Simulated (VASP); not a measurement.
# SiO2 (P4_2/mnm) in VASP: a series of runs

SiO2 is run at these levels: LDA; tasks: single point.

Program: VASP 6.6.1. These are calculated values, not measurements. Logs are shortened: lines on timing, memory, paths and dates and some standing lists are left out, and cuts for length are marked.

## Step 1: The cell of the first run

Symmetry: P4_2/mnm, No. 136, tetragonal system. The conventional cell has a = 4.336 Å, b = 4.336 Å, c = 2.678 Å, α = 90.00°, β = 90.00°, γ = 90.00°. Si (site symmetry mmm) has 6 O at 1.79 to 1.87 Å within 2.4 Å. O (site symmetry m2m) has 3 Si at 1.79 to 1.87 Å and 1 O at 2.38 Å within 2.4 Å.

## Step 2: Single point, LDA (volume 8.393 Å^3 an atom, c/a of the conventional cell 0.6176)

Input file INCAR:

```
ALGO = Normal ; EDIFF = 1E-6
ENCUT = 520 ; GGA = CA
ISIF = 2 ; ISMEAR = 0
LASPH = T ; LCHARG = T
LELF = T ; LREAL = F
LVHAR = T ; LWAVE = F
NBANDS = 25 ; NELM = 60
PREC = Accurate ; SIGMA = 0.05
```

Input file KPOINTS:

```
k-points
0
Gamma
  6 6 10
```

Input file POSCAR:

```
SiO2
1.0
    4.3363107321      0.0000000000      0.0000000000
    0.0000000000      4.3363107321      0.0000000000
    0.0000000000      0.0000000000      2.6781055081
Si O
2 4
Direct
    0.5000000000      0.5000000000      0.5000000000
    0.0000000000      0.0000000000      0.0000000000
    0.6944252994      0.6944252994      0.0000000000
    0.1944252994      0.8055747006      0.5000000000
    0.3055747006      0.3055747006      0.0000000000
    0.8055747006      0.1944252994      0.5000000000
```

Potentials or basis: VASP PAW LDA potentials, release 64 (Si, O).

Command:

```console
$ cat potpaw_LDA.64/Si/POTCAR potpaw_LDA.64/O/POTCAR > POTCAR
$ mpirun -np 1 vasp_std > vasp.out
```

OUTCAR:

```text
EDIFF = 1E-6
   ENCUT = 520
   GGA = CA
   ISIF = 2
   ISMEAR = 0
   LASPH = T
   LREAL = F
   NELM = 60
   PREC = Accurate

 ion  position               nearest neighbor table
   1  0.500  0.500  0.500-   3 1.79   5 1.79   3 1.79   5 1.79   4 1.87   6 1.87
   2  0.000  0.000  0.000-   4 1.79   6 1.79   4 1.79   6 1.79   5 1.87   3 1.87
   3  0.694  0.694  0.000-   1 1.79   1 1.79   2 1.87
   4  0.194  0.806  0.500-   2 1.79   2 1.79   1 1.87
   5  0.306  0.306  0.000-   1 1.79   1 1.79   2 1.87
   6  0.806  0.194  0.500-   2 1.79   2 1.79   1 1.87

  LATTYP: Found a simple tetragonal cell.
 ALAT       =     4.3363107321
 C/A-ratio  =     0.6176000000

  Lattice vectors:

 A1 = (   4.3363107321,   0.0000000000,   0.0000000000)
 A2 = (   0.0000000000,   4.3363107321,   0.0000000000)
 A3 = (   0.0000000000,   0.0000000000,   2.6781055081)

Analysis of symmetry for initial positions (statically):
=====================================================================
 Subroutine PRICEL returns:
 Original cell was already a primitive cell.

 Routine SETGRP: Setting up the symmetry group for a
 simple tetragonal supercell.

 Subroutine GETGRP returns: Found 16 space group operations
 (whereof  8 operations were pure point group operations)
 out of a pool of 16 trial point group operations.

The static configuration has the point symmetry D_2h.
 The point group associated with its full space group is D_4h.

Analysis of symmetry for dynamics (positions and initial velocities):
=====================================================================
 Subroutine PRICEL returns:
 Original cell was already a primitive cell.

 Routine SETGRP: Setting up the symmetry group for a
 simple tetragonal supercell.

 Subroutine GETGRP returns: Found 16 space group operations
 (whereof  8 operations were pure point group operations)
 out of a pool of 16 trial point group operations.

The dynamic configuration has the point symmetry D_2h.
 The point group associated with its full space group is D_4h.

 Subroutine INISYM returns: Found 16 space group operations
 (whereof  8 operations are pure point group operations),
 and found     1 'primitive' translations

----------------------------------------------------------------------------------------

                                     Primitive cell

  volume of cell :      50.3580

  direct lattice vectors                    reciprocal lattice vectors
     4.336310732  0.000000000  0.000000000     0.230610780  0.000000000  0.000000000
     0.000000000  4.336310732  0.000000000     0.000000000  0.230610780  0.000000000
     0.000000000  0.000000000  2.678105508     0.000000000  0.000000000  0.373398284

  length of vectors
     4.336310732  4.336310732  2.678105508     0.230610780  0.230610780  0.373398284

  position of ions in fractional coordinates (direct lattice)
     0.500000000  0.500000000  0.500000000
     0.000000000  0.000000000  0.000000000
     0.694425299  0.694425299  0.000000000
     0.194425299  0.805574701  0.500000000
     0.305574701  0.305574701  0.000000000
     0.805574701  0.194425299  0.500000000

  ion indices of the primitive-cell ions
   primitive index   ion index
                 1           1
                 2           2
                 3           3
                 4           4
                 5           5
                 6           6

----------------------------------------------------------------------------------------

 KPOINTS: k-points

Automatic generation of k-mesh.
 Grid dimensions read from file:
 generate k-points for:    6    6   10

 Generating k-lattice:

  Cartesian coordinates                     Fractional coordinates (reciprocal lattice)
     0.038435130  0.000000000  0.000000000     0.166666667  0.000000000  0.000000000
     0.000000000  0.038435130  0.000000000     0.000000000  0.166666667  0.000000000
     0.000000000  0.000000000  0.037339828     0.000000000  0.000000000  0.100000000

  Length of vectors
     0.038435130  0.038435130  0.037339828

  Shift w.r.t. Gamma in fractional coordinates (k-lattice)
     0.000000000  0.000000000  0.000000000

 Subroutine IBZKPT returns following result:
 ===========================================

 Found     60 irreducible k-points:

 Following reciprocal coordinates:
            Coordinates               Weight
  0.000000  0.000000  0.000000      1.000000
  0.166667  0.000000  0.000000      4.000000
  0.333333  0.000000  0.000000      4.000000
  0.500000  0.000000  0.000000      2.000000
  0.166667  0.166667  0.000000      4.000000
  0.333333  0.166667  0.000000      8.000000
[... 16 lines left out ...]
  0.333333  0.000000  0.200000      8.000000
  0.500000  0.000000  0.200000      4.000000
 [... further k-points ...]
   k-points           NKPTS =     60   k-points in BZ     NKDIM =     60   number of bands    NBANDS=     25
   number of dos      NEDOS =    301   number of ions     NIONS =      6
   total plane-waves  NPLWV =  20480
   dimension x,y,z NGX =    32 NGY =   32 NGZ =   20
   dimension x,y,z NGXF=    64 NGYF=   64 NGZF=   40
   ions per type =               2   4
   NGX,Y,Z   is equivalent  to a cutoff of  12.27, 12.27, 12.42 a.u.
   NGXF,Y,Z  is equivalent  to a cutoff of  24.54, 24.54, 24.83 a.u.
 SYSTEM =  unknown system
   PREC   = accura    normal or accurate (medium, high low for compatibility)
   ISTART =      0    job   : 0-new  1-cont  2-samecut
   ICHARG =      2    charge: 1-file 2-atom 10-const
   ISPIN  =      1    spin polarized calculation?
   LNONCOLLINEAR =      F non collinear calculations
   LSORBIT =      F    spin-orbit coupling
   LASPH  =      T    aspherical Exc in radial PAW
   ENCUT  =  520.0 eV  38.22 Ry    6.18 a.u.   8.06  8.06  4.98*2*pi/ulx,y,z
   NELM   =     60;   NELMIN=  2; NELMDL= -5     # of ELM steps
   EDIFF  = 0.1E-05   stopping-criterion for ELM
   LREAL  =      F    real-space projection
   EDIFFG = 0.1E-04   stopping-criterion for IOM
   NSW    =      0    number of steps for IOM
   IBRION =     -1    ionic relax: 0-MD 1-quasi-New 2-CG
   NFREE  =      0    steps in history (QN), initial steepest desc. (CG)
   ISIF   =      2    stress and relaxation
   ISYM   =      2    0-nonsym 1-usesym 2-fastsym
   POTIM  = 0.5000    time-step for ionic-motion
   TEBEG  =    0.0;   TEEND  =   0.0 temperature during run
   PSTRESS=    0.0 pullay stress
   NELECT =      32.0000    total number of electrons
   NUPDOWN=      -1.0000    fix difference up-down
   EMIN   =  10.00;   EMAX   =-10.00  energy-range for DOS
   EFERMI =   0.00;   METHOD = LEGACY
   ISMEAR =     0;   SIGMA  =   0.05  broadening in eV -4-tet -1-fermi 0-gaus
   EFERMI_NEDOS =   21; number of points for ismear=-14 and -15
   IALGO  =     38    algorithm
   IMIX   =      4    mixing-type and parameters
     AMIX     =   0.40;   BMIX     =  1.00
     AMIX_MAG =   1.60;   BMIX_MAG =  1.00
  volume/ion in A,a.u.               =       8.39        56.64
  Fermi-wavevector in a.u.,A,eV,Ry     =   1.407458  2.659709 26.952284  1.980937
  Thomas-Fermi vector in A             =   2.529715
   LORBIT       =      0    0 simple, 1 ext, 2 COOP (PROOUT), +10 PAW based schemes
   GGA     = CA    functional components
   LHFCALC =     F    Hartree Fock is set to
   AEXX    =    0.0000 exact exchange contribution
   IVDW    =     0    specifies the selected vdW correction
   LEPSILON=     F    determine dielectric tensor
   LRPA    =     F    only Hartree local field effects (RPA)
 non-spin polarized calculation
 Gauss-broadening in eV      SIGMA  =   0.05
  energy-cutoff  :      520.00
  volume of cell :       50.36
 maximum number of plane-waves:      1392
   NGX = 17   NGY = 17   NGZ =  9

 number of electron      32.0000007 magnetization

 Free energy of the ion-electron system (eV)
  ---------------------------------------------------
  ext. energy  EPLUGINS =         0.00000000
  ---------------------------------------------------
  free energy    TOTEN  =       -51.60328858 eV

  energy without entropy =      -51.60328858  energy(sigma->0) =      -51.60328858

 E-fermi :   7.2281     XC(G=0): -12.3286

 val. band max:        6.9930881008   @ k =   0.0000   0.0000   0.0000
 cond. band min:      11.3259610757   @ k =   0.0000   0.0000   0.0000
 fundamental gap:      4.3328729748
 Fermi energy:         7.2281309821

 k-point     1 :       0.0000    0.0000    0.0000
  band No.  band energies     occupation
      1     -14.6373      2.00000
      2     -11.3544      2.00000
      3     -11.3544      2.00000
      4     -11.1801      2.00000
      5      -3.4989      2.00000
      6       0.7407      2.00000
[... 17 lines left out ...]
     24      19.7477      0.00000
     25      21.0521      0.00000

 k-point     2 :       0.1667    0.0000    0.0000
  band No.  band energies     occupation
      1     -14.5058      2.00000
      2     -11.9633      2.00000
      3     -11.2882      2.00000
      4     -10.8431      2.00000
      5      -3.3113      2.00000
      6       0.0574      2.00000
[... 17 lines left out ...]
     24      19.2854      0.00000
     25      21.0941      0.00000

 k-point     3 :       0.3333    0.0000    0.0000
  band No.  band energies     occupation
      1     -14.1219      2.00000
      2     -12.7625      2.00000
      3     -11.1119      2.00000
      4     -10.7542      2.00000
      5      -2.7872      2.00000
      6      -1.0129      2.00000
[... 17 lines left out ...]
     24      19.6169      0.00000
     25      20.8913      0.00000

 k-point     4 :       0.5000    0.0000    0.0000
  band No.  band energies     occupation
      1     -13.5189      2.00000
      2     -13.5189      2.00000
      3     -10.8937      2.00000
      4     -10.8937      2.00000
      5      -1.9986      2.00000
      6      -1.9986      2.00000
[... 17 lines left out ...]
     24      19.8870      0.00000
     25      20.5737      0.00000
[... 477 lines left out ...]
 k-point    22 :       0.1667    0.0000    0.2000
  band No.  band energies     occupation
      1     -14.0012      2.00000
      2     -11.6808      2.00000
      3     -11.0396      2.00000
      4     -10.7500      2.00000
      5      -3.0574      2.00000
      6       0.3639      2.00000
[... 17 lines left out ...]
     24      19.8851      0.00000
     25      20.0630      0.00000

 k-point    23 :       0.3333    0.0000    0.2000
  band No.  band energies     occupation
      1     -13.6407      2.00000
      2     -12.3899      2.00000
      3     -10.9059      2.00000
      4     -10.6602      2.00000
      5      -2.4344      2.00000
      6      -0.6376      2.00000
[... 17 lines left out ...]
     24      19.4493      0.00000
     25      20.7153      0.00000

 k-point    24 :       0.5000    0.0000    0.2000
  band No.  band energies     occupation
      1     -13.0803      2.00000
      2     -13.0803      2.00000
      3     -10.7482      2.00000
      4     -10.7482      2.00000
      5      -1.5907      2.00000
      6      -1.5907      2.00000
[... 17 lines left out ...]
     24      19.2249      0.00000
     25      20.3144      0.00000

 [... further k-points ...]
[... 5 lines left out ...]
  --------------------------------------------------------------------------------------
  -------------------------------------------------------------------------------------
  Total       -8.3638061     -8.3638061     -5.0871113     -0.0000000      0.0000000      0.0000000
  in kB     -266.1007308   -266.1007308   -161.8502416     -0.0000000      0.0000000      0.0000000
  external PRESSURE =    -231.3505678 kB  Pullay stress =       0.0000000 kB

 VOLUME and BASIS-vectors are now :
 -----------------------------------------------------------------------------
  energy-cutoff  :      520.00
  volume of cell :       50.36
      direct lattice vectors                 reciprocal lattice vectors
     4.336310732  0.000000000  0.000000000     0.230610780  0.000000000  0.000000000
     0.000000000  4.336310732  0.000000000     0.000000000  0.230610780  0.000000000
     0.000000000  0.000000000  2.678105508     0.000000000  0.000000000  0.373398284

 POSITION                                       TOTAL-FORCE (eV/Angst)
 -----------------------------------------------------------------------------------
      2.16816      2.16816      1.33905        -0.000000      0.000000     -0.000000
      0.00000      0.00000      0.00000        -0.000000      0.000000     -0.000000
      3.01124      3.01124      0.00000        -0.580535     -0.580535     -0.000000
      0.84309      3.49322      1.33905        -0.580535      0.580535      0.000000
      1.32507      1.32507      0.00000         0.580535      0.580535      0.000000
      3.49322      0.84309      1.33905         0.580535     -0.580535     -0.000000
 -----------------------------------------------------------------------------------
    total drift:                                0.000000      0.000000     -0.000000

  FREE ENERGIE OF THE ION-ELECTRON SYSTEM (eV)
  ---------------------------------------------------
  free  energy   TOTEN  =       -51.6032885849 eV

  energy  without entropy=      -51.6032885849  energy(sigma->0) =      -51.60328858
```

Wall time 81 s (1 thread of AMD EPYC 7R13 (Zen 3), shared host); peak memory 0.14 GiB.

What came out:

```
Free energy            : -51.6033 eV
Pressure               : -23.1 GPa
Largest force          : 0.821 eV/Å
Band gap on the k mesh : 4.33 eV, direct
```

Forces in eV/Å, atoms in the order of the input:
```
Si   0.000  0.000  0.000
Si   0.000  0.000  0.000
O   -0.581 -0.581  0.000
O   -0.581  0.581  0.000
O    0.581  0.581  0.000
O    0.581 -0.581  0.000
```

Levels at points of the mesh, in eV from the valence-band top:
```csv
k point,band 14,band 15,band 16,band 17,band 18,band 19
"(0.00, 0.00, 0.00)",-0.89,-0.89,0.00,4.33,6.63,8.06
"(0.50, 0.00, 0.00)",-2.42,-1.04,-1.04,6.77,6.77,8.71
"(0.50, 0.50, 0.00)",-2.49,-2.16,-2.16,6.61,6.61,9.49
"(0.00, 0.00, 0.50)",-2.71,-2.45,-2.45,7.78,7.78,11.35
"(0.50, 0.00, 0.50)",-2.19,-1.61,-1.61,7.63,7.63,8.57
"(0.50, 0.50, 0.50)",-1.71,-1.42,-1.42,5.97,5.97,10.05
```

 A k mesh can miss the band edges.

## Step 3: Single point, LDA (volume 8.393 Å^3 an atom, c/a of the conventional cell 0.5537)

Input file INCAR:

```
  PREC = Accurate
  ENCUT = 520
  EDIFF = 1E-6
  ISMEAR = 0
  SIGMA = 0.05
  LREAL = F
  LASPH = T
  NELM = 60
  ALGO = Normal
  ISIF = 2
  LWAVE = F
  LCHARG = F
  GGA = CA
  NBANDS = 25
```

Input file KPOINTS:

```
Automatic mesh
0
Gamma
  6 6 10
```

POSCAR, as its differences from that of step 2:

```diff
@@ -2,5 +2,5 @@
 1.0
-    4.3363107321      0.0000000000      0.0000000000
-    0.0000000000      4.3363107321      0.0000000000
-    0.0000000000      0.0000000000      2.6781055081
+    4.4970872818      0.0000000000      0.0000000000
+    0.0000000000      4.4970872818      0.0000000000
+    0.0000000000      0.0000000000      2.4900372279
 Si O
```

Potentials or basis: VASP PAW LDA potentials, release 64 (Si, O).

Command:

```console
$ cat potpaw_LDA.64/Si/POTCAR potpaw_LDA.64/O/POTCAR > POTCAR
$ mpirun -np 1 vasp_std > vasp.out
```

OUTCAR:

```text
PREC = Accurate
   ENCUT = 520
   EDIFF = 1E-6
   ISMEAR = 0
   LREAL = F
   LASPH = T
   NELM = 60
   ISIF = 2
   GGA = CA

 ion  position               nearest neighbor table
   1  0.500  0.500  0.500-   3 1.75   5 1.75   3 1.75   5 1.75   4 1.94   6 1.94
   2  0.000  0.000  0.000-   4 1.75   6 1.75   4 1.75   6 1.75   5 1.94   3 1.94
   3  0.694  0.694  0.000-   1 1.75   1 1.75   2 1.94
   4  0.194  0.806  0.500-   2 1.75   2 1.75   1 1.94
   5  0.306  0.306  0.000-   1 1.75   1 1.75   2 1.94
   6  0.806  0.194  0.500-   2 1.75   2 1.75   1 1.94

  LATTYP: Found a simple tetragonal cell.
 ALAT       =     4.4970872818
 C/A-ratio  =     0.5537000000

  Lattice vectors:

 A1 = (   4.4970872818,   0.0000000000,   0.0000000000)
 A2 = (   0.0000000000,   4.4970872818,   0.0000000000)
 A3 = (   0.0000000000,   0.0000000000,   2.4900372279)

Analysis of symmetry for initial positions (statically):
=====================================================================
 Subroutine PRICEL returns:
 Original cell was already a primitive cell.

 Routine SETGRP: Setting up the symmetry group for a
[... 175 lines left out ...]
  free energy    TOTEN  =       -50.77475372 eV

  energy without entropy =      -50.77475372  energy(sigma->0) =      -50.77475372

 E-fermi :   6.9272     XC(G=0): -12.2899

 val. band max:        6.6716876743   @ k =   0.0000   0.0000   0.0000
 cond. band min:      11.0825150873   @ k =   0.0000   0.0000   0.0000
 fundamental gap:      4.4108274130
 Fermi energy:         6.9272146465

 k-point     1 :       0.0000    0.0000    0.0000
  band No.  band energies     occupation
      1     -14.8851      2.00000
      2     -11.8689      2.00000
      3     -11.8273      2.00000
      4     -11.8273      2.00000
      5      -3.6952      2.00000
      6       0.1443      2.00000
[... 661 lines left out ...]
     24      20.2443      0.00000
     25      20.5317      0.00000

 [... further k-points ...]
[... 5 lines left out ...]
  --------------------------------------------------------------------------------------
  -------------------------------------------------------------------------------------
  Total      -11.4833404    -11.4833404      8.7459545     -0.0000000      0.0000000      0.0000000
  in kB     -365.3510412   -365.3510412    278.2590668     -0.0000000      0.0000000      0.0000000
  external PRESSURE =    -150.8143385 kB  Pullay stress =       0.0000000 kB

 VOLUME and BASIS-vectors are now :
 -----------------------------------------------------------------------------
  energy-cutoff  :      520.00
  volume of cell :       50.36
      direct lattice vectors                 reciprocal lattice vectors
     4.497087282  0.000000000  0.000000000     0.222366153  0.000000000  0.000000000
     0.000000000  4.497087282  0.000000000     0.000000000  0.222366153  0.000000000
     0.000000000  0.000000000  2.490037228     0.000000000  0.000000000  0.401600421

 POSITION                                       TOTAL-FORCE (eV/Angst)
 -----------------------------------------------------------------------------------
      2.24854      2.24854      1.24502        -0.000000      0.000000     -0.000000
      0.00000      0.00000      0.00000        -0.000000      0.000000     -0.000000
      3.12289      3.12289      0.00000        -1.282237     -1.282237     -0.000000
      0.87435      3.62274      1.24502        -1.282237      1.282237     -0.000000
      1.37420      1.37420      0.00000         1.282237      1.282237      0.000000
      3.62274      0.87435      1.24502         1.282237     -1.282237     -0.000000
 -----------------------------------------------------------------------------------
    total drift:                                0.000000     -0.000000     -0.000000

  FREE ENERGIE OF THE ION-ELECTRON SYSTEM (eV)
  ---------------------------------------------------
  free  energy   TOTEN  =       -50.7747537225 eV

  energy  without entropy=      -50.7747537225  energy(sigma->0) =      -50.77475372
```

stdout:

```text
POSCAR found type information on POSCAR SiO
 POSCAR found :  2 types and       6 ions
 scaLAPACK will be used
 LDA part: xc-table for (Slater(with rela. corr.)+CA(PZ))
 , standard interpolation
 POSCAR, INCAR and KPOINTS ok, starting setup
 FFT: planning ... GRIDC
 FFT: planning ... GRID_SOFT
 FFT: planning ... GRID
 WAVECAR not read
 entering main loop
```

Wall time 1.8 min (1 thread of AMD EPYC 7R13 (Zen 3), shared host); peak memory 0.14 GiB.

Results:

```yaml
Free_energy: -50.7748 eV
Pressure: -15.1 GPa
Largest_force: 1.813 eV/Å
Band_gap_on_the_k_mesh: 4.41 eV, direct
```

Forces on the atoms (eV/Å):
```
Si   0.000  0.000  0.000
Si   0.000  0.000  0.000
O   -1.282 -1.282  0.000
O   -1.282  1.282  0.000
O    1.282  1.282  0.000
O    1.282 -1.282  0.000
```

Caveat: forces of over 1 eV/Å act on the atoms, so gaps and moduli don't describe the material at rest.

(Part 1 of 2 ends here.)
